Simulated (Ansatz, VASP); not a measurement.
PbS: VASP beside Ansatz

```
Pb S
1.0
     0.00000    2.96500    2.87605
     2.96500    0.00000    2.87605
     2.96500    2.96500    0.00000
Pb S
1 1
Direct
  0.00000 0.00000 0.00000
  0.50000 0.50000 0.50000
```

Change from the starting cell: strain +0.000 along x and y, -0.030 along z, atoms carried along.

Alike in both runs: task single point; functional PBE; k mesh 10 × 10 × 10; occupations gaussian, width 0.03 eV; no spin polarisation.

|  | VASP | Ansatz |
| --- | --- | --- |
| version | VASP 6.6.1 | Ansatz 0.2.0 |
| potentials or method | VASP PAW PBE potentials, release 64 (Pb_d, S), cutoff 520 eV | scalar-relativistic, plane waves, PAW |
| valence electrons in the cell | 20 | 20 |

Ansatz gave:

| Property | Result |
| --- | --- |
| gap on the k mesh at the Fermi level (eV) | 0.21 |
| least direct gap on the mesh (eV) | 0.21 |
| pressure (GPa) | 4.5 |
| traceless stress, the component that is largest in VASP (GPa) | 3.23 |

Problem. Estimate VASP's values.

Solution. gap on the k mesh at the Fermi level (eV): 0.22; least direct gap on the mesh (eV): 0.22; pressure (GPa): 4.4; traceless stress, the component that is largest in VASP (GPa): 3.23.

Neither program's run includes spin-orbit coupling.
